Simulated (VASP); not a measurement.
# MnO (Fm-3m) in VASP: notebook

Runs on MnO. Level: r2SCAN+U. Tasks: single point.

Program: VASP 6.6.1. These are calculated values, not measurements. Logs are shortened: lines on timing, memory, paths and dates and some standing lists are left out, and cuts for length are marked.

**1. The cell of the first run**

Symmetry: Fm-3m, No. 225, cubic system. Conventional cell: a = 4.444 Å, b = 4.444 Å, c = 4.444 Å, α = 90.00°, β = 90.00°, γ = 90.00°. Mn (site symmetry m-3m) has 6 O at 2.22 Å within 2.9 Å. O (site symmetry m-3m) has 6 Mn at 2.22 Å within 2.9 Å.

**2. Single point, r2SCAN+U, collinear spin, ferromagnetic start**

Contents of POSCAR:

```
MnO
1.0
    0.0000000000      2.2220003300      2.2220003300
    2.2220003300      0.0000000000      2.2220003300
    2.2220003300      2.2220003300      0.0000000000
Mn O
1 1
Direct
    0.0000000000      0.0000000000      0.0000000000
    0.5000000000      0.5000000000      0.5000000000
```

Contents of INCAR.step1:

```
SYSTEM = MnO
PREC = Accurate
ENCUT = 660
ISMEAR = 0
SIGMA = 0.05
LREAL = .False.
LASPH = .True.
NELM = 200
ISPIN = 2
MAGMOM = 5 0
LMAXMIX = 4
LDAU = .True.
LDAUTYPE = 1
LDAUL = 2 -1
LDAUU = 2 0
LDAUJ = 0.9 0
NBANDS = 20
GGA = PE
ALGO = Normal
EDIFF = 1E-5
LWAVE = .True.
LCHARG = .False.
GGA_COMPAT = .False.
```

Contents of INCAR.step2:

```
SYSTEM = MnO
PREC = Accurate
ENCUT = 660
EDIFF = 1E-6
ISMEAR = 0
SIGMA = 0.05
LREAL = .False.
LASPH = .True.
NELM = 200
ALGO = Normal
ISIF = 2
LWAVE = .False.
LCHARG = .True.
ISPIN = 2
MAGMOM = 5 0
LORBIT = 11
LMAXMIX = 4
LDAU = .True.
LDAUTYPE = 1
LDAUL = 2 -1
LDAUU = 2 0
LDAUJ = 0.9 0
LDAUPRINT = 1
METAGGA = R2SCAN
LMIXTAU = .True.
LELF = .True.
LVHAR = .True.
NBANDS = 20
ISTART = 1
GGA_COMPAT = .False.
```

Contents of KPOINTS:

```
Automatic mesh
0
Gamma
  7 7 7
  0 0 0
```

Potentials or basis: VASP PAW PBE potentials, release 64 (Mn_pv, O).

On the command line:

```sh
$ cat potpaw_PBE.64/Mn_pv/POTCAR potpaw_PBE.64/O/POTCAR > POTCAR
$ cp INCAR.step1 INCAR
$ mpirun -np 1 vasp_std > vasp.out
$ cp INCAR.step2 INCAR
$ mpirun -np 1 vasp_std > vasp.out
```

OUTCAR:

```text
SYSTEM = MnO
   PREC = Accurate
   ENCUT = 660
   EDIFF = 1E-6
   ISMEAR = 0
   LREAL = .False.
   LASPH = .True.
   NELM = 200
   ISIF = 2
   ISPIN = 2
   LORBIT = 11
   METAGGA = R2SCAN
   ISTART = 1

 ion  position               nearest neighbor table
   1  0.000  0.000  0.000-   2 2.22   2 2.22   2 2.22   2 2.22   2 2.22   2 2.22
   2  0.500  0.500  0.500-   1 2.22   1 2.22   1 2.22   1 2.22   1 2.22   1 2.22

  LATTYP: Found a face centered cubic cell.
 ALAT       =     4.4440006600

  Lattice vectors:

 A1 = (   0.0000000000,   2.2220003300,   2.2220003300)
 A2 = (   2.2220003300,   0.0000000000,   2.2220003300)
 A3 = (   2.2220003300,   2.2220003300,   0.0000000000)

Analysis of symmetry for initial positions (statically):
=====================================================================
 Subroutine PRICEL returns:
 Original cell was already a primitive cell.

 Routine SETGRP: Setting up the symmetry group for a
 face centered cubic supercell.

 Subroutine GETGRP returns: Found 48 space group operations
 (whereof 48 operations were pure point group operations)
 out of a pool of 48 trial point group operations.

The static configuration has the point symmetry O_h .

Analysis of symmetry for dynamics (positions and initial velocities):
=====================================================================
 Subroutine PRICEL returns:
 Original cell was already a primitive cell.

 Routine SETGRP: Setting up the symmetry group for a
 face centered cubic supercell.

 Subroutine GETGRP returns: Found 48 space group operations
 (whereof 48 operations were pure point group operations)
 out of a pool of 48 trial point group operations.

The dynamic configuration has the point symmetry O_h .

Analysis of structural, dynamic, and magnetic symmetry:
=====================================================================
 Subroutine PRICEL returns:
 Original cell was already a primitive cell.

 Routine SETGRP: Setting up the symmetry group for a
 face centered cubic supercell.

 Subroutine GETGRP returns: Found 48 space group operations
 (whereof 48 operations were pure point group operations)
 out of a pool of 48 trial point group operations.

The overall configuration has the point symmetry O_h .

 Subroutine INISYM returns: Found 48 space group operations
 (whereof 48 operations are pure point group operations),
 and found     1 'primitive' translations

----------------------------------------------------------------------------------------

                                     Primitive cell

  volume of cell :      21.9413

  direct lattice vectors                    reciprocal lattice vectors
     0.000000000  2.222000330  2.222000330    -0.225022469  0.225022469  0.225022469
     2.222000330  0.000000000  2.222000330     0.225022469 -0.225022469  0.225022469
     2.222000330  2.222000330  0.000000000     0.225022469  0.225022469 -0.225022469

  length of vectors
     3.142383002  3.142383002  3.142383002     0.389750349  0.389750349  0.389750349

  position of ions in fractional coordinates (direct lattice)
     0.000000000  0.000000000  0.000000000
     0.500000000  0.500000000  0.500000000

  ion indices of the primitive-cell ions
   primitive index   ion index
                 1           1
                 2           2

----------------------------------------------------------------------------------------

 KPOINTS: Automatic mesh

Automatic generation of k-mesh.
 Grid dimensions read from file:
 generate k-points for:    7    7    7

 Generating k-lattice:

  Cartesian coordinates                     Fractional coordinates (reciprocal lattice)
[... 65 lines left out ...]
   PSTRESS=    0.0 pullay stress
   NELECT =      19.0000    total number of electrons
   NUPDOWN=      -1.0000    fix difference up-down
   EMIN   =  10.00;   EMAX   =-10.00  energy-range for DOS
   EFERMI =   0.00;   METHOD = LEGACY
   ISMEAR =     0;   SIGMA  =   0.05  broadening in eV -4-tet -1-fermi 0-gaus
   EFERMI_NEDOS =   21; number of points for ismear=-14 and -15
   IALGO  =     38    algorithm
   IMIX   =      4    mixing-type and parameters
     AMIX     =   0.40;   BMIX     =  1.00
     AMIX_MAG =   1.60;   BMIX_MAG =  1.00
  volume/ion in A,a.u.               =      10.97        74.03
  Fermi-wavevector in a.u.,A,eV,Ry     =   1.560409  2.948746 33.128523  2.434878
  Thomas-Fermi vector in A             =   2.663626
   LORBIT       =     11    0 simple, 1 ext, 2 COOP (PROOUT), +10 PAW based schemes
 LDA+U is selected, type is set to LDAUTYPE =  1
   angular momentum for each species LDAUL =     2   -1
   U (eV)           for each species LDAUU =   2.0  0.0
   J (eV)           for each species LDAUJ =   0.9  0.0
   METAGGA = R2SCAN    functional components
   LHFCALC =     F    Hartree Fock is set to
   AEXX    =    0.0000 exact exchange contribution
   IVDW    =     0    specifies the selected vdW correction
   LEPSILON=     F    determine dielectric tensor
   LRPA    =     F    only Hartree local field effects (RPA)
 spin polarized calculation
 Gauss-broadening in eV      SIGMA  =   0.05
  energy-cutoff  :      660.00
  volume of cell :       21.94
 maximum number of plane-waves:       869
 NGX is ok and might be reduce to    28
   NGX = 13   NGY = 13   NGZ = 13

atom =   1  type =  1  l = 2

 onsite density matrix

spin component  1

  0.9373 -0.0000  0.0000 -0.0000  0.0000
 -0.0000  0.9373  0.0000 -0.0000 -0.0000
  0.0000  0.0000  0.9734  0.0000  0.0000
 -0.0000 -0.0000  0.0000  0.9373  0.0000
  0.0000 -0.0000  0.0000  0.0000  0.9734

spin component  2

  0.0206 -0.0000 -0.0000 -0.0000  0.0000
 -0.0000  0.0206 -0.0000 -0.0000  0.0000
 -0.0000 -0.0000  0.0798 -0.0000 -0.0000
 -0.0000 -0.0000 -0.0000  0.0206  0.0000
  0.0000  0.0000 -0.0000  0.0000  0.0798

 occupancies and eigenvectors

  o =  0.0206  v =  0.0000  0.0000  0.0000  0.0000  0.0000  0.0012  1.0000  0.0000 -0.0058  0.0000      0.0000  0.0000  0.0000  0.0000  0.0000  0.0000  0.0000  0.0000  0.0000  0.0000
  o =  0.0206  v =  0.0000  0.0000  0.0000  0.0000  0.0000 -0.0152 -0.0058 -0.0000 -0.9999  0.0000      0.0000  0.0000  0.0000  0.0000  0.0000  0.0000  0.0000  0.0000  0.0000  0.0000
  o =  0.0206  v =  0.0000  0.0000  0.0000  0.0000  0.0000  0.9999 -0.0013  0.0000 -0.0152 -0.0000      0.0000  0.0000  0.0000  0.0000  0.0000  0.0000  0.0000  0.0000  0.0000  0.0000
  o =  0.0798  v =  0.0000  0.0000  0.0000  0.0000  0.0000 -0.0000  0.0000 -0.0345 -0.0000 -0.9994      0.0000  0.0000  0.0000  0.0000  0.0000  0.0000  0.0000  0.0000  0.0000  0.0000
  o =  0.0798  v =  0.0000  0.0000  0.0000  0.0000  0.0000  0.0000 -0.0000 -0.9994 -0.0000  0.0345      0.0000  0.0000  0.0000  0.0000  0.0000  0.0000  0.0000  0.0000  0.0000  0.0000
  o =  0.9373  v =  0.0000  0.1506  0.0000 -0.9886  0.0000  0.0000  0.0000  0.0000  0.0000  0.0000      0.0000  0.0000  0.0000  0.0000  0.0000  0.0000  0.0000  0.0000  0.0000  0.0000
  o =  0.9373  v =  1.0000  0.0000  0.0000  0.0000  0.0000  0.0000  0.0000  0.0000  0.0000  0.0000      0.0000  0.0000  0.0000  0.0000  0.0000  0.0000  0.0000  0.0000  0.0000  0.0000
  o =  0.9373  v =  0.0000  0.9886 -0.0000  0.1506  0.0000  0.0000  0.0000  0.0000  0.0000  0.0000      0.0000  0.0000  0.0000  0.0000  0.0000  0.0000  0.0000  0.0000  0.0000  0.0000
  o =  0.9734  v =  0.0000  0.0000  0.9704  0.0000 -0.2414  0.0000  0.0000  0.0000  0.0000  0.0000      0.0000  0.0000  0.0000  0.0000  0.0000  0.0000  0.0000  0.0000  0.0000  0.0000
  o =  0.9734  v =  0.0000 -0.0000  0.2414  0.0000  0.9704  0.0000  0.0000  0.0000  0.0000  0.0000      0.0000  0.0000  0.0000  0.0000  0.0000  0.0000  0.0000  0.0000  0.0000  0.0000

 number of electron      18.9999998 magnetization       5.0000077

 Free energy of the ion-electron system (eV)
  ---------------------------------------------------
  ext. energy  EPLUGINS =         0.00000000
  ---------------------------------------------------
  free energy    TOTEN  =       -24.24377402 eV

  energy without entropy =      -24.24377398  energy(sigma->0) =      -24.24377400

 E-fermi :   7.1369     XC(G=0): -12.5314

 val. band max:        6.9763482925   @ k =   0.4286   0.0000   0.0000
 cond. band min:       7.2753161353   @ k =   0.0000   0.0000   0.0000
 fundamental gap:      0.2989678428
 Fermi energy:         7.1368727242

 spin component 1

 k-point     1 :       0.0000    0.0000    0.0000
  band No.  band energies     occupation
      1     -45.2334      1.00000
      2     -45.2334      1.00000
      3     -45.2334      1.00000
      4     -13.8512      1.00000
      5       3.3338      1.00000
      6       3.3338      1.00000
[... 436 lines left out ...]
      6       0.6739      1.00000
[... 12 lines left out ...]
     19      31.9748      0.00000
     20      34.4626      0.00000
 Fermi energy:         7.1368727242

 spin component 2

 k-point     1 :       0.0000    0.0000    0.0000
  band No.  band energies     occupation
      1     -38.8115      1.00000
      2     -38.8115      1.00000
      3     -38.8115      1.00000
      4     -13.3710      1.00000
      5       4.0895      1.00000
      6       4.0895      1.00000
[... 449 lines left out ...]
     19      35.7745      0.00000
     20      36.1307      0.00000

------------------------ aborting loop because EDIFF is reached ----------------------------------------

  FORCE on cell =-STRESS in cart. coord.  units (eV):
  Direction    XX          YY          ZZ          XY          YZ          ZX
  --------------------------------------------------------------------------------------
  -------------------------------------------------------------------------------------
  Total        0.1776875      0.1776875      0.1776875      0.0000000     -0.0000000      0.0000000
  in kB       12.9749326     12.9749326     12.9749326      0.0000000     -0.0000000      0.0000000
  external PRESSURE =      12.9749326 kB  Pullay stress =       0.0000000 kB

 VOLUME and BASIS-vectors are now :
 -----------------------------------------------------------------------------
  energy-cutoff  :      660.00
  volume of cell :       21.94
      direct lattice vectors                 reciprocal lattice vectors
     0.000000000  2.222000330  2.222000330    -0.225022469  0.225022469  0.225022469
     2.222000330  0.000000000  2.222000330     0.225022469 -0.225022469  0.225022469
     2.222000330  2.222000330  0.000000000     0.225022469  0.225022469 -0.225022469

 POSITION                                       TOTAL-FORCE (eV/Angst)
 -----------------------------------------------------------------------------------
      0.00000      0.00000      0.00000         0.000000      0.000000      0.000000
      2.22200      2.22200      2.22200        -0.000000     -0.000000     -0.000000
 -----------------------------------------------------------------------------------
    total drift:                                0.000000      0.000000      0.000000

  FREE ENERGIE OF THE ION-ELECTRON SYSTEM (eV)
  ---------------------------------------------------
  free  energy   TOTEN  =       -24.2437740212 eV

  energy  without entropy=      -24.2437739799  energy(sigma->0) =      -24.24377400

 total charge

# of ion       s       p       d       tot
------------------------------------------
    1        0.208   6.173   4.961  11.342
    2        1.554   3.482   0.000   5.035
--------------------------------------------------
tot          1.762   9.655   4.961  16.378

 magnetization (x)

# of ion       s       p       d       tot
------------------------------------------
    1        0.028   0.022   4.529   4.580
    2        0.030   0.179   0.000   0.209
--------------------------------------------------
tot          0.058   0.202   4.529   4.789
```

It took 53 s on 1 thread of Intel Xeon 6975P-C (Granite Rapids), shared host; peak memory 0.19 GiB.

What came out:

- Free energy: -24.2438 eV
- Pressure: 1.3 GPa
- Band gap on the k mesh: 0.30 eV, indirect (least direct gap 3.05 eV)
- Net moment: 5.00 μB per cell
- Site moments: Mn +4.58; O +0.21 μB
- Valence electrons inside the program's atomic spheres: Mn 11.34; O 5.04

Levels at points of the mesh, in eV from the valence-band top:
Spin up:
```
           k point  band 10  band 11  band 12  band 13  band 14  band 15
(0.00, 0.00, 0.00)    -3.40    -3.19    -3.19     0.30    15.08    17.23
```
Spin down:
```tsv
k point	band 5	band 6	band 7	band 8	band 9	band 10
(0.00, 0.00, 0.00)	-2.89	-2.89	-2.89	2.05	2.75	2.75
```

Eigenvalues of the final occupation matrices:
| site | spin | trace | eigenvalues |
| --- | --- | --- | --- |
| site 1 d | 1 | 4.76 | 0.94 0.94 0.94 0.97 0.97 |
| site 1 d | 2 | 0.22 | 0.02 0.02 0.02 0.08 0.08 |

Caveat: the PAW data sets were made with another functional, which shifts forces and pressure a little; a cell with one magnetic atom can't hold antiferromagnetic order, which such compounds often take.

**3. Single point, r2SCAN+U, collinear spin, ferromagnetic start**

POSCAR is that of step 2.

Contents of INCAR.step1:

```
SYSTEM = MnO
  PREC = Accurate
  ENCUT = 660
  ISMEAR = 0
  SIGMA = 0.05
  LREAL = .False.
  LASPH = .True.
  NELM = 200
  ISPIN = 2
  MAGMOM = 4.71 0.26
  LMAXMIX = 4
  LDAU = .True.
  LDAUTYPE = 1
  LDAUL = 2 -1
  LDAUU = 2 0
  LDAUJ = 0.9 0
  NBANDS = 20
  GGA = PE
  ALGO = Normal
  EDIFF = 1E-5
  LWAVE = .True.
  LCHARG = .False.
  GGA_COMPAT = .False.
```

Contents of INCAR.step2:

```
SYSTEM = MnO
  PREC = Accurate
  ENCUT = 660
  EDIFF = 1E-6
  ISMEAR = 0
  SIGMA = 0.05
  LREAL = .False.
  LASPH = .True.
  NELM = 200
  ALGO = Normal
  ISIF = 2
  LWAVE = .False.
  LCHARG = .False.
  ISPIN = 2
  MAGMOM = 4.71 0.26
  LORBIT = 11
  LMAXMIX = 4
  LDAU = .True.
  LDAUTYPE = 1
  LDAUL = 2 -1
  LDAUU = 2 0
  LDAUJ = 0.9 0
  LDAUPRINT = 1
  METAGGA = R2SCAN
  LMIXTAU = .True.
  NBANDS = 20
  ISTART = 1
  GGA_COMPAT = .False.
```

KPOINTS is that of step 2.

Potentials or basis: VASP PAW PBE potentials, release 64 (Mn_pv, O).

On the command line:

```sh
$ cat potpaw_PBE.64/Mn_pv/POTCAR potpaw_PBE.64/O/POTCAR > POTCAR
$ cp INCAR.step1 INCAR
$ mpirun -np 1 vasp_std > vasp.out
$ cp INCAR.step2 INCAR
$ mpirun -np 1 vasp_std > vasp.out
```

Run time: 51 s. Hardware: 1 thread of Intel Xeon 6975P-C (Granite Rapids), shared host; peak memory 0.18 GiB.

Results (log left out):

```yaml
Free_energy: -24.2438 eV
Pressure: 1.3 GPa
Band_gap_on_the_k_mesh: 0.30 eV, indirect (least direct gap 3.05 eV)
Net_moment: 5.00 μB per cell
Site_moments: Mn +4.58; O +0.21 μB
Valence_electrons_inside_the_program's_atomic_spheres: Mn 11.34; O 5.04
```

Levels at points of the mesh, in eV from the valence-band top:
Spin up:
| k point | band 8 | band 9 | band 10 | band 11 | band 12 | band 13 | band 14 | band 15 | band 16 | band 17 |
| --- | --- | --- | --- | --- | --- | --- | --- | --- | --- | --- |
| (0.00, 0.00, 0.00) | -3.40 | -3.40 | -3.40 | -3.19 | -3.19 | 0.30 | 15.08 | 17.23 | 17.23 | 17.23 |
Spin down:
```tsv
k point	band 4	band 5	band 6	band 7	band 8	band 9	band 10	band 11
(0.00, 0.00, 0.00)	-20.35	-2.89	-2.89	-2.89	2.05	2.75	2.75	2.75
```

Eigenvalues of the final occupation matrices:
```csv
site,spin,trace,eigenvalues
site 1 d,1,4.76,0.94 0.94 0.94 0.97 0.97
site 1 d,2,0.22,0.02 0.02 0.02 0.08 0.08
```

Caveat: the PAW data sets were made with another functional, which shifts forces and pressure a little; a cell with one magnetic atom can't hold antiferromagnetic order, which such compounds often take. The state reached can hang on the start; a lower one may exist.
